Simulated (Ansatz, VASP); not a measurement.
## CdF2 in VASP and in Ansatz

Contents of INCAR:

```
SYSTEM = CdF2
ALGO = Normal ; EDIFF = 1E-6
ENCUT = 600 ; GGA_COMPAT = .FALSE.
ISIF = 2 ; ISMEAR = 0
LASPH = .TRUE. ; LCHARG = .FALSE.
LREAL = .FALSE. ; LWAVE = .FALSE.
NBANDS = 24 ; NELM = 120
PREC = Accurate ; SIGMA = 0.05
```

File KPOINTS:

```
k-points
0
G
  8 8 8
  0 0 0
```

The input POSCAR:

```
CdF2
1.0
    0.0000000000      2.6940000000      2.6940000000
    2.4919500000      0.0000000000      2.6940000000
    2.4919500000      2.6940000000      0.0000000000
Cd F
1 2
Direct
    0.0000000000      0.0000000000      0.0000000000
    0.2500000000      0.2500000000      0.2500000000
    0.7500000000      0.7500000000      0.7500000000
```

Input for Ansatz:

```yaml
crystal:
  lattice:
    - [0.0, 2.694, 2.694]
    - [2.49195, 0.0, 2.694]
    - [2.49195, 2.694, 0.0]
  atoms:
    - { symbol: Cd, position: [0.0, 0.0, 0.0] }
    - { symbol: F, position: [0.25, 0.25, 0.25] }
    - { symbol: F, position: [0.75, 0.75, 0.75] }
basis:
  ecutwfc: 420
kpoints:
  mp_grid: { grid: [8, 8, 8] }
hamiltonian:
  xc: lda
scf:
  occupations: { method: gaussian, width: 0.05 }
output:
  forces: true
  stress: true
  eigenvalues: true
```

Change from the starting cell: strain -0.0750 x Voigt [1, 0, 0, 0, 0, 0], atoms carried along.

Alike in both runs: task single point; functional LDA; k mesh 8 × 8 × 8; occupations gaussian, width 0.05 eV; no spin polarisation.

|  | VASP | Ansatz |
| --- | --- | --- |
| version | VASP 6.6.1 | Ansatz 0.2.0 |
| potentials or method | VASP PAW LDA potentials, release 64 (Cd_sv_GW, F), cutoff 600 eV | scalar-relativistic, plane waves, PAW |
| valence electrons in the cell | 34 | 34 |

VASP gave:

* gap on the k mesh at the Fermi level (eV): 2.91
* least direct gap on the mesh (eV): 3.33
* pressure (GPa): 3.1
* traceless stress, the component that is largest in VASP (GPa): 6.48

Q: Which values does Ansatz return?

A: gap on the k mesh at the Fermi level (eV): 2.91; least direct gap on the mesh (eV): 3.32; pressure (GPa): 3.6; traceless stress, the component that is largest in VASP (GPa): 6.49.

LDA's correlation is that of Perdew and Zunger in VASP and of Perdew and Wang (1992) in Ansatz.
